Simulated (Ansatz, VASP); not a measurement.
**Two plane-wave programs on Co**

Contents of POSCAR:

```
Co
1.0
    2.3228229210      0.0000000000      0.0000000000
    0.0000000000      2.3228229210      0.0000000000
    0.0000000000      0.0000000000      2.3228229210
Co
1
Direct
    0.0000000000      0.0000000000      0.0000000000
```

Contents of INCAR.step1:

```
SYSTEM = Co
ALGO = Normal
EDIFF = 1E-4
ENCUT = 600
GGA = PE
ISMEAR = 0
ISPIN = 2
LASPH = .TRUE.
LCHARG = .FALSE.
LMAXMIX = 4
LREAL = .FALSE.
LWAVE = .TRUE.
MAGMOM = 2.31
NELM = 150
PREC = Accurate
SIGMA = 0.1
```

The input INCAR.step2:

```
SYSTEM = Co
ALGO = Normal
EDIFF = 1E-6
EDIFFG = -0.01
ENCUT = 600
IBRION = 2
ISIF = 3
ISMEAR = 0
ISPIN = 2
ISTART = 1
LASPH = .TRUE.
LCHARG = .FALSE.
LMAXMIX = 4
LMIXTAU = .TRUE.
LORBIT = 11
LREAL = .FALSE.
LWAVE = .FALSE.
MAGMOM = 2.31
METAGGA = R2SCAN
NELM = 150
NSW = 100
PREC = Accurate
SIGMA = 0.1
```

File KPOINTS:

```
k-points
0
G
  24 24 24
  0 0 0
```

Input for Ansatz:

```yaml
crystal:
  lattice:
    - [2.322822921, 0.0, 0.0]
    - [0.0, 2.322822921, 0.0]
    - [0.0, 0.0, 2.322822921]
  atoms:
    - { symbol: Co, position: [0.0, 0.0, 0.0], spin: 2.31 }
basis:
  ecutwfc: 500
kpoints:
  mp_grid: { grid: [24, 24, 24] }
hamiltonian:
  xc: r2scan
scf:
  occupations: { method: gaussian, width: 0.1 }
output:
  forces: true
  stress: true
  eigenvalues: true
  populations: true
magnetization:
  spin_polarized: true
relax:
  adjacent_minimum: "off"
  f_tol: 0.01
  max_steps: 80
  cell: { stress_tol: 0.05 }
```

Alike in both runs: task relaxation of cell and atoms; functional r2SCAN; k mesh 24 × 24 × 24; occupations gaussian, width 0.1 eV; collinear spin.

|  | VASP | Ansatz |
| --- | --- | --- |
| version | VASP 6.6.1 | Ansatz 0.2.0 |
| potentials or method | VASP PAW PBE potentials, release 64 (Co), cutoff 600 eV | scalar-relativistic, plane waves, PAW |
| valence electrons in the cell | 9 | 17 |

```tsv
	VASP	Ansatz	Ansatz less VASP
gap on the k mesh at the Fermi level, each at its own relaxed structure (eV)	none	none	-
net moment per atom (μB)	2.02	2.03	+0.016
size of the moment on the site where the two differ most (μB)	2.06	2.09	+0.032
relaxed volume (Å³/atom)	12.57	12.59	+0.021
relaxed length of the cell vector where the two differ most in proportion (Å)	2.325	2.326	+0.0013
```

VASP's potentials were made for PBE, not for r2SCAN. Site moments also hang on the region over which each program counts them. A gap of «none» marks a metal or a gap that the smearing closes. VASP's potentials hold 9 valence electrons a cell and Ansatz's 17, so a difference there can come from the potentials and not from the codes.
